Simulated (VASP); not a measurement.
# TiN (Fm-3m) in VASP: further runs, part 2 of 2

VASP 6.6.1. Earlier steps stand in the parts before.

**4. Single point, PBE (volume scaled by 0.94)**

File INCAR:

```
ALGO = Normal
EDIFF = 1E-7
ENCUT = 520
GGA = PE
ISIF = 2
ISMEAR = 0
LASPH = T
LCHARG = F
LREAL = F
LWAVE = F
NBANDS = 16
NELM = 60
PREC = Accurate
SIGMA = 0.1
```

File KPOINTS:

```
k-points
0
Gamma
  18 18 18
```

File POSCAR:

```
TiN
1.0
    0.0000000000      2.0800192089      2.0800192089
    2.0800192089      0.0000000000      2.0800192089
    2.0800192089      2.0800192089      0.0000000000
Ti N
1 1
Direct
    0.0000000000      0.0000000000      0.0000000000
    0.5000000000      0.5000000000      0.5000000000
```

Command:

```
$ cat potpaw_PBE.64/Ti_sv/POTCAR potpaw_PBE.64/N/POTCAR > POTCAR
$ mpirun -np 1 vasp_std > vasp.out
```

It used 100 s of CPU time on 1 thread of AMD EPYC 7R13 Processor (Zen 3), on a shared host.

It converged, with:

```
Free energy : -19.5673 eV
Pressure    : 20.1 GPa
```

Levels at points of the mesh, in eV from the Fermi level:
```
           k point  band 7  band 8  band 9  band 10  band 11  band 12
(0.00, 0.00, 0.00)   -2.13   -2.13   -0.67    -0.67    -0.67     0.63
(0.50, 0.00, 0.00)   -5.80   -5.80    1.85     1.85     2.58     6.20
(0.50, 0.50, 0.00)   -3.33   -3.32   -3.32     1.79     2.61     2.61
```

**5. Single point, PBE (volume scaled by 0.97)**

File INCAR:

```
ALGO = Normal ; EDIFF = 1E-7
ENCUT = 520 ; GGA = PE
ISIF = 2 ; ISMEAR = 0
LASPH = T ; LCHARG = T
LELF = T ; LREAL = F
LVHAR = T ; LWAVE = F
NBANDS = 16 ; NELM = 60
PREC = Accurate ; SIGMA = 0.1
```

KPOINTS is that of step 4.

File POSCAR:

```
TiN
1.0
    0.0000000000      2.1019157570      2.1019157570
    2.1019157570      0.0000000000      2.1019157570
    2.1019157570      2.1019157570      0.0000000000
Ti N
1 1
Direct
    0.0000000000      0.0000000000      0.0000000000
    0.5000000000      0.5000000000      0.5000000000
```

Potentials or basis: VASP PAW PBE potentials, release 64 (Ti_sv, N).

Command:

```
$ cat potpaw_PBE.64/Ti_sv/POTCAR potpaw_PBE.64/N/POTCAR > POTCAR
$ mpirun -np 1 vasp_std > vasp.out
```

OUTCAR:

```text
EDIFF = 1E-7
   ENCUT = 520
   GGA = PE
   ISIF = 2
   ISMEAR = 0
   LASPH = T
   LREAL = F
   NELM = 60
   PREC = Accurate

 ion  position               nearest neighbor table
   1  0.000  0.000  0.000-   2 2.10   2 2.10   2 2.10   2 2.10   2 2.10   2 2.10
   2  0.500  0.500  0.500-   1 2.10   1 2.10   1 2.10   1 2.10   1 2.10   1 2.10

  LATTYP: Found a face centered cubic cell.
 ALAT       =     4.2038315140

  Lattice vectors:

 A1 = (   0.0000000000,   2.1019157570,   2.1019157570)
 A2 = (   2.1019157570,   0.0000000000,   2.1019157570)
 A3 = (   2.1019157570,   2.1019157570,   0.0000000000)

Analysis of symmetry for initial positions (statically):
=====================================================================
 Subroutine PRICEL returns:
 Original cell was already a primitive cell.

 Routine SETGRP: Setting up the symmetry group for a
 face centered cubic supercell.

 Subroutine GETGRP returns: Found 48 space group operations
 (whereof 48 operations were pure point group operations)
 out of a pool of 48 trial point group operations.

The static configuration has the point symmetry O_h .

Analysis of symmetry for dynamics (positions and initial velocities):
=====================================================================
 Subroutine PRICEL returns:
 Original cell was already a primitive cell.

 Routine SETGRP: Setting up the symmetry group for a
 face centered cubic supercell.

 Subroutine GETGRP returns: Found 48 space group operations
 (whereof 48 operations were pure point group operations)
 out of a pool of 48 trial point group operations.

The dynamic configuration has the point symmetry O_h .

 Subroutine INISYM returns: Found 48 space group operations
 (whereof 48 operations are pure point group operations),
 and found     1 'primitive' translations

----------------------------------------------------------------------------------------

                                     Primitive cell

  volume of cell :      18.5727

  direct lattice vectors                    reciprocal lattice vectors
     0.000000000  2.101915757  2.101915757    -0.237878230  0.237878230  0.237878230
     2.101915757  0.000000000  2.101915757     0.237878230 -0.237878230  0.237878230
     2.101915757  2.101915757  0.000000000     0.237878230  0.237878230 -0.237878230

  length of vectors
     2.972557771  2.972557771  2.972557771     0.412017180  0.412017180  0.412017180

  position of ions in fractional coordinates (direct lattice)
     0.000000000  0.000000000  0.000000000
     0.500000000  0.500000000  0.500000000

  ion indices of the primitive-cell ions
   primitive index   ion index
                 1           1
                 2           2

----------------------------------------------------------------------------------------

 KPOINTS: k-points

Automatic generation of k-mesh.
 Grid dimensions read from file:
 generate k-points for:   18   18   18

 Generating k-lattice:

  Cartesian coordinates                     Fractional coordinates (reciprocal lattice)
    -0.013215457  0.013215457  0.013215457     0.055555556  0.000000000  0.000000000
     0.013215457 -0.013215457  0.013215457     0.000000000  0.055555556  0.000000000
     0.013215457  0.013215457 -0.013215457     0.000000000  0.000000000  0.055555556

  Length of vectors
     0.022889843  0.022889843  0.022889843

  Shift w.r.t. Gamma in fractional coordinates (k-lattice)
     0.000000000  0.000000000  0.000000000

 Subroutine IBZKPT returns following result:
 ===========================================

 Found    195 irreducible k-points:

 Following reciprocal coordinates:
            Coordinates               Weight
  0.000000  0.000000  0.000000      1.000000
  0.055556  0.000000  0.000000      8.000000
  0.111111  0.000000  0.000000      8.000000
  0.166667  0.000000  0.000000      8.000000
  0.222222  0.000000  0.000000      8.000000
  0.277778  0.000000  0.000000      8.000000
[... 16 lines left out ...]
 -0.277778  0.055556  0.000000     24.000000
 -0.222222  0.055556  0.000000     24.000000
 [... further k-points ...]
   k-points           NKPTS =    195   k-points in BZ     NKDIM =    195   number of bands    NBANDS=     16
   number of dos      NEDOS =    301   number of ions     NIONS =      2
   total plane-waves  NPLWV =  13824
   dimension x,y,z NGX =    24 NGY =   24 NGZ =   24
   dimension x,y,z NGXF=    48 NGYF=   48 NGZF=   48
   ions per type =               1   1
   NGX,Y,Z   is equivalent  to a cutoff of  13.42, 13.42, 13.42 a.u.
   NGXF,Y,Z  is equivalent  to a cutoff of  26.84, 26.84, 26.84 a.u.
 SYSTEM =  unknown system
   PREC   = accura    normal or accurate (medium, high low for compatibility)
   ISTART =      0    job   : 0-new  1-cont  2-samecut
   ICHARG =      2    charge: 1-file 2-atom 10-const
   ISPIN  =      1    spin polarized calculation?
   LNONCOLLINEAR =      F non collinear calculations
   LSORBIT =      F    spin-orbit coupling
   LASPH  =      T    aspherical Exc in radial PAW
   ENCUT  =  520.0 eV  38.22 Ry    6.18 a.u.   5.53  5.53  5.53*2*pi/ulx,y,z
   NELM   =     60;   NELMIN=  2; NELMDL= -5     # of ELM steps
   EDIFF  = 0.1E-06   stopping-criterion for ELM
   LREAL  =      F    real-space projection
   EDIFFG = 0.1E-05   stopping-criterion for IOM
   NSW    =      0    number of steps for IOM
   IBRION =     -1    ionic relax: 0-MD 1-quasi-New 2-CG
   NFREE  =      0    steps in history (QN), initial steepest desc. (CG)
   ISIF   =      2    stress and relaxation
   ISYM   =      2    0-nonsym 1-usesym 2-fastsym
   POTIM  = 0.5000    time-step for ionic-motion
   TEBEG  =    0.0;   TEEND  =   0.0 temperature during run
   PSTRESS=    0.0 pullay stress
   NELECT =      17.0000    total number of electrons
   NUPDOWN=      -1.0000    fix difference up-down
   EMIN   =  10.00;   EMAX   =-10.00  energy-range for DOS
   EFERMI =   0.00;   METHOD = LEGACY
   ISMEAR =     0;   SIGMA  =   0.10  broadening in eV -4-tet -1-fermi 0-gaus
   EFERMI_NEDOS =   21; number of points for ismear=-14 and -15
   IALGO  =     38    algorithm
   IMIX   =      4    mixing-type and parameters
     AMIX     =   0.40;   BMIX     =  1.00
     AMIX_MAG =   1.60;   BMIX_MAG =  1.00
  volume/ion in A,a.u.               =       9.29        62.67
  Fermi-wavevector in a.u.,A,eV,Ry     =   1.589519  3.003756 34.376098  2.526572
  Thomas-Fermi vector in A             =   2.688356
   LORBIT       =      0    0 simple, 1 ext, 2 COOP (PROOUT), +10 PAW based schemes
   GGA     = PE    functional components
   LHFCALC =     F    Hartree Fock is set to
   AEXX    =    0.0000 exact exchange contribution
   IVDW    =     0    specifies the selected vdW correction
   LEPSILON=     F    determine dielectric tensor
   LRPA    =     F    only Hartree local field effects (RPA)
 non-spin polarized calculation
 Gauss-broadening in eV      SIGMA  =   0.10
  energy-cutoff  :      520.00
  volume of cell :       18.57
 maximum number of plane-waves:       531
 NGX is ok and might be reduce to    24
   NGX = 11   NGY = 11   NGZ = 11

 number of electron      16.9999998 magnetization

 Free energy of the ion-electron system (eV)
  ---------------------------------------------------
  ext. energy  EPLUGINS =         0.00000000
  ---------------------------------------------------
  free energy    TOTEN  =       -19.62041940 eV

  energy without entropy =      -19.61634212  energy(sigma->0) =      -19.61838076

 E-fermi :  11.8205     XC(G=0): -13.1695

 val. band max:       11.7871510129   @ k =  -0.1667   0.1111   0.0000
 cond. band min:      11.8266850210   @ k =   0.1111   0.0556   0.0000
 fundamental gap:      0.0395340081
 Fermi energy:        11.8204856538

 k-point     1 :       0.0000    0.0000    0.0000
  band No.  band energies     occupation
      1     -46.0139      2.00000
      2     -21.9729      2.00000
      3     -21.9729      2.00000
      4     -21.9729      2.00000
      5      -5.4520      2.00000
      6       9.7371      2.00000
[... 8 lines left out ...]
     15      25.0740      0.00000
     16      31.9314      0.00000
[... 419 lines left out ...]
 k-point    24 :      -0.2222    0.0556    0.0000
  band No.  band energies     occupation
      1     -45.9606      2.00000
      2     -22.3186      2.00000
      3     -22.0254      2.00000
      4     -21.9925      2.00000
      5      -4.3650      2.00000
      6       6.2415      2.00000
[... 8 lines left out ...]
     15      24.9810      0.00000
     16      29.2023      0.00000

 [... further k-points ...]
[... 5 lines left out ...]
  --------------------------------------------------------------------------------------
  -------------------------------------------------------------------------------------
  Total        1.1035483      1.1035483      1.1035483      0.0000000     -0.0000000      0.0000000
  in kB       95.1976031     95.1976031     95.1976031      0.0000000     -0.0000000      0.0000000
  external PRESSURE =      95.1976031 kB  Pullay stress =       0.0000000 kB

 VOLUME and BASIS-vectors are now :
 -----------------------------------------------------------------------------
  energy-cutoff  :      520.00
  volume of cell :       18.57
      direct lattice vectors                 reciprocal lattice vectors
     0.000000000  2.101915757  2.101915757    -0.237878230  0.237878230  0.237878230
     2.101915757  0.000000000  2.101915757     0.237878230 -0.237878230  0.237878230
     2.101915757  2.101915757  0.000000000     0.237878230  0.237878230 -0.237878230

 POSITION                                       TOTAL-FORCE (eV/Angst)
 -----------------------------------------------------------------------------------
      0.00000      0.00000      0.00000        -0.000000      0.000000     -0.000000
      2.10192      2.10192      2.10192         0.000000     -0.000000      0.000000
 -----------------------------------------------------------------------------------
    total drift:                                0.000000     -0.000000     -0.000000

  FREE ENERGIE OF THE ION-ELECTRON SYSTEM (eV)
  ---------------------------------------------------
  free  energy   TOTEN  =       -19.6204193987 eV

  energy  without entropy=      -19.6163421180  energy(sigma->0) =      -19.61838076
```

OSZICAR:

```text
N       E                     dE             d eps       ncg     rms          rms(c)
DAV:   1     0.131746536775E+03    0.13175E+03   -0.83079E+03  6272   0.127E+03
DAV:   2    -0.170142311490E+02   -0.14876E+03   -0.13908E+03  6976   0.346E+02
DAV:   3    -0.245950804372E+02   -0.75808E+01   -0.75248E+01  8048   0.812E+01
DAV:   4    -0.247534265051E+02   -0.15835E+00   -0.15825E+00  7456   0.112E+01
DAV:   5    -0.247568250687E+02   -0.33986E-02   -0.33985E-02  7496   0.147E+00    0.188E+01
DAV:   6    -0.199659578354E+02    0.47909E+01   -0.12710E+01  8200   0.540E+01    0.689E+00
DAV:   7    -0.196532718825E+02    0.31269E+00   -0.15639E+00  7280   0.157E+01    0.516E+00
DAV:   8    -0.198391578300E+02   -0.18589E+00   -0.93432E-01  8784   0.144E+01    0.591E+00
DAV:   9    -0.196299569140E+02    0.20920E+00   -0.28438E-01  7256   0.836E+00    0.159E+00
DAV:  10    -0.196231330636E+02    0.68239E-02   -0.31258E-02  7800   0.203E+00    0.379E-01
DAV:  11    -0.196204426244E+02    0.26904E-02   -0.44589E-03  8912   0.774E-01    0.154E-01
DAV:  12    -0.196204350397E+02    0.75847E-05   -0.37137E-04  6824   0.182E-01    0.546E-02
DAV:  13    -0.196204232722E+02    0.11767E-04   -0.91432E-05  7536   0.147E-01    0.182E-02
DAV:  14    -0.196204196222E+02    0.36500E-05   -0.77015E-06  7536   0.345E-02    0.893E-03
DAV:  15    -0.196204193859E+02    0.23632E-06   -0.13735E-06  7664   0.837E-03    0.568E-03
DAV:  16    -0.196204193987E+02   -0.12817E-07   -0.15588E-07  6928   0.438E-03
   1 F= -.19620419E+02 E0= -.19618381E+02  d E =-.407728E-02
```

It used 270 s of CPU time on 1 thread of AMD EPYC 7R13 Processor (Zen 3), with other jobs on the host.

Results:

- Free energy: -19.6204 eV
- Pressure: 9.5 GPa

Levels at points of the mesh, in eV from the Fermi level:
| k point | band 5 | band 6 | band 7 | band 8 | band 9 | band 10 | band 11 | band 12 | band 13 | band 14 |
| --- | --- | --- | --- | --- | --- | --- | --- | --- | --- | --- |
| (0.00, 0.00, 0.00) | -17.27 | -2.08 | -2.08 | -2.08 | -0.64 | -0.64 | -0.64 | 0.60 | 0.60 | 5.71 |
| (0.50, 0.00, 0.00) | -14.70 | -8.25 | -5.63 | -5.63 | 1.75 | 1.75 | 2.45 | 5.94 | 5.94 | 6.20 |
| (0.50, 0.50, 0.00) | -15.85 | -5.90 | -3.28 | -3.28 | -3.18 | 1.71 | 2.48 | 2.48 | 3.80 | 10.98 |

**6. Single point, PBE (volume scaled by 1.03)**

File INCAR:

```
SYSTEM = TiN
PREC = Accurate ; ENCUT = 520
EDIFF = 1E-6 ; ISMEAR = 0
SIGMA = 0.1 ; LREAL = .False.
LASPH = .True. ; NELM = 100
ALGO = Normal ; ISIF = 2
LWAVE = .False. ; LCHARG = .False.
GGA = PE ; NBANDS = 16
```

File KPOINTS:

```
Automatic mesh
0
Gamma
  18 18 18
  0 0 0
```

File POSCAR:

```
TiN
1.0
    0.0000000000      2.1443901452      2.1443901452
    2.1443901452      0.0000000000      2.1443901452
    2.1443901452      2.1443901452      0.0000000000
Ti N
1 1
Direct
    0.0000000000      0.0000000000      0.0000000000
    0.5000000000      0.5000000000      0.5000000000
```

Potentials or basis: VASP PAW PBE potentials, release 64 (Ti_sv, N).

Command:

```
$ cat potpaw_PBE.64/Ti_sv/POTCAR potpaw_PBE.64/N/POTCAR > POTCAR
$ mpirun -np 1 vasp_std > vasp.out
```

It used 130 s of CPU time on 1 thread of AMD EPYC 7R13 Processor (Zen 3) (shared host).

The run converged. Its results:

* Free energy: -19.6266 eV
* Pressure: -7.3 GPa

Levels at points of the mesh, in eV from the Fermi level:
```tsv
k point	band 5	band 6	band 7	band 8	band 9	band 10	band 11	band 12	band 13	band 14
(0.00, 0.00, 0.00)	-16.90	-2.00	-2.00	-2.00	-0.59	-0.59	-0.59	0.55	0.55	5.04
(0.50, 0.00, 0.00)	-14.58	-7.87	-5.30	-5.30	1.59	1.59	2.23	5.47	5.47	5.91
(0.50, 0.50, 0.00)	-15.50	-5.75	-3.18	-3.18	-2.92	1.55	2.25	2.25	3.36	10.18
```

**7. Summary**

| cell | gap on the mesh (eV) | pressure (GPa) |
| --- | --- | --- |
| a = 3.062 Å, angles 60.0°, 2 atoms | none | -13.9 |
| a = 3.100 Å, angles 60.0°, 2 atoms | none | -21.2 |
| a = 2.942 Å, angles 60.0°, 2 atoms | none | 20.1 |
| a = 2.973 Å, angles 60.0°, 2 atoms | none | 9.5 |
| a = 3.033 Å, angles 60.0°, 2 atoms | none | -7.3 |

Alike in all rows: task single point; level PBE; potentials or basis VASP PAW PBE potentials, release 64 (Ti_sv, N); no spin polarisation; k mesh 18 × 18 × 18; cutoff (eV) 520; smearing gaussian 0.1 eV.

Total energies depend on the potentials used, so only differences within one code and one set of settings carry meaning.
